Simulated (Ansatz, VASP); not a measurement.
Al16Au in VASP and in Ansatz

```xyz
17
Lattice="5.6324 0.0000 0.0000 0.0000 7.9655 0.0000 0.0000 0.0000 21.2294" Properties=species:S:1:pos:R:3 pbc="T T T"
Al    1.4081    1.9914    4.0000
Al    1.4081    5.9741    4.0000
Al    4.2243    1.9914    4.0000
Al    4.2243    5.9741    4.0000
Al    0.0000    0.0000    5.4081
Al    0.0000    3.9827    5.4081
Al    2.8162    0.0000    5.4081
Al    2.8162    3.9827    5.4081
Al    1.4081    1.9914    6.8803
Al    1.4081    5.9741    6.8803
Al    4.2243    1.9914    6.8803
Al    4.2243    5.9741    6.8803
Al    0.0000    0.0000    8.2294
Al    0.0000    3.9827    8.2294
Al    2.8162    0.0000    8.2294
Al    2.8162    3.9827    8.2294
Au    0.0000    0.9957   10.4294
```

Alike in both runs: task single point; functional PBE; dispersion D3(BJ); k mesh 5 × 4 × 1; occupations gaussian, width 0.1 eV; no spin polarisation.

```csv
,VASP,Ansatz
version,VASP 6.6.1,Ansatz 0.2.0
potentials or method,"VASP PAW PBE potentials, release 64 (Al, Au), cutoff 520 eV","scalar-relativistic, plane waves, PAW"
valence electrons in the cell,59,67
```

Ansatz gave:

- gap on the k mesh at the Fermi level (eV): none
- rms of the force components (eV/Å): 0.126

Question: Which values does VASP return?

Answer: gap on the k mesh at the Fermi level (eV): none; rms of the force components (eV/Å): 0.124.

Atom by atom the forces differ by 0.002 eV/Å (rms over components). A gap of «none» marks a metal or a gap that the smearing closes. VASP's potentials hold 59 valence electrons a cell and Ansatz's 67, so a difference there can come from the potentials and not from the codes.

Neither program's run includes spin-orbit coupling.
